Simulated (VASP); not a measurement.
Write the native input for VASP 6.6.1 that does the following.

```yaml
Task: single point
Functional: PBEsol
Potentials_or_basis: VASP PAW PBE potentials, release 64 (Ta_pv, Si)
Cutoff: 520 eV
k_mesh: 12 × 12 × 6
Occupations: gaussian, width 0.15 eV
Spin: no spin polarisation
Dipole_correction: no
Further_INCAR_settings: ALGO = Normal; EDIFF = 1e-06; NBANDS = 38
```

The structure of TaSi2 lies in POSCAR:

```
TaSi2
1.0
    4.6895753855      0.0000000000      0.0000000000
   -2.3447876927      4.0612914168      0.0000000000
    0.0000000000      0.0000000000      6.5561430408
Ta Si
3 6
Direct
    0.5000000000      0.0000000000      0.0000000000
    0.5000000000      0.5000000000      0.6666666667
    0.0000000000      0.5000000000      0.3333333333
    0.1592827538      0.3185655077      0.0000000000
    0.8407172462      0.1592827538      0.6666666667
    0.6814344923      0.8407172462      0.3333333333
    0.8407172462      0.6814344923      0.0000000000
    0.1592827538      0.8407172462      0.6666666667
    0.3185655077      0.1592827538      0.3333333333
```

This cell differs from its parent crystal: strain -0.015 along x and y, +0.000 along z.

These files were run (other wordings do the same):

INCAR

```
ALGO = Normal ; EDIFF = 1E-6
ENCUT = 520 ; GGA = PS
ISIF = 2 ; ISMEAR = 0
LASPH = True ; LCHARG = False
LREAL = False ; LWAVE = False
NBANDS = 38 ; NELM = 100
PREC = Accurate ; SIGMA = 0.15
```

KPOINTS

```
k-points
0
Gamma
  12 12 6
```

Potentials or basis: VASP PAW PBE potentials, release 64 (Ta_pv, Si).

Run with:

```sh
$ cat potpaw_PBE.64/Ta_pv/POTCAR potpaw_PBE.64/Si/POTCAR > POTCAR
$ mpirun -np 1 vasp_std > vasp.out
```

It gave:

```json
{"Pressure": "6.4 GPa", "Largest force": "0.063 eV/Å", "Band gap on the k mesh": "zero (an odd number of electrons rules out a gap without spin polarisation)"}
```

Caveat: the cell differs from its parent crystal (strain -0.015 along x and y, +0.000 along z); the cell stands under pressure; the PAW data sets were made with another functional, which shifts forces and pressure a little; spin-orbit coupling is left out, which moves the levels of the heavy elements.

Run time: 120 s on 1 thread of Intel(R) Xeon(R) 6975P-C (Granite Rapids), on a shared host, peak memory 0.42 GiB.
